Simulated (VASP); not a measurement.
**Ir: density of states with PBEsol**

The system is Ir.

```xyz
1
Lattice="0.0000 1.9158 1.9158 1.9158 0.0000 1.9158 1.9158 1.9158 0.0000" Properties=species:S:1:pos:R:3 pbc="T T T"
Ir    0.0000    0.0000    0.0000
```

* Program: VASP 6.6.1
* Task: density of states
* Functional: PBEsol
* Potentials or basis: VASP PAW PBE potentials, release 64 (Ir)
* Cutoff: 520 eV
* k mesh: 19 × 19 × 19
* Occupations: fermi-dirac, width 0.1 eV
* Spin: no spin polarisation
* Dipole correction: no
* k mesh for the DOS: 29 × 29 × 29
* Occupations for the DOS: tetrahedron
* Further INCAR settings: ALGO = Normal; EDIFF = 1e-07; NBANDS = 10

| Item | Value |
| --- | --- |
| Valence electrons inside the program's atomic spheres | Ir 8.41 |

Levels at points of the mesh, in eV from the Fermi level:
| k point | band 1 | band 2 | band 3 | band 4 | band 5 | band 6 | band 7 | band 8 |
| --- | --- | --- | --- | --- | --- | --- | --- | --- |
| (0.00, 0.00, 0.00) | -11.25 | -3.93 | -3.93 | -3.93 | -1.19 | -1.19 | 14.32 | 19.93 |

Wall time 27 s on 1 thread of Intel(R) Xeon(R) 6975P-C (Granite Rapids), on a shared host, peak memory 0.21 GiB.

Caveat: spin-orbit coupling is left out, which moves the levels of the heavy elements.
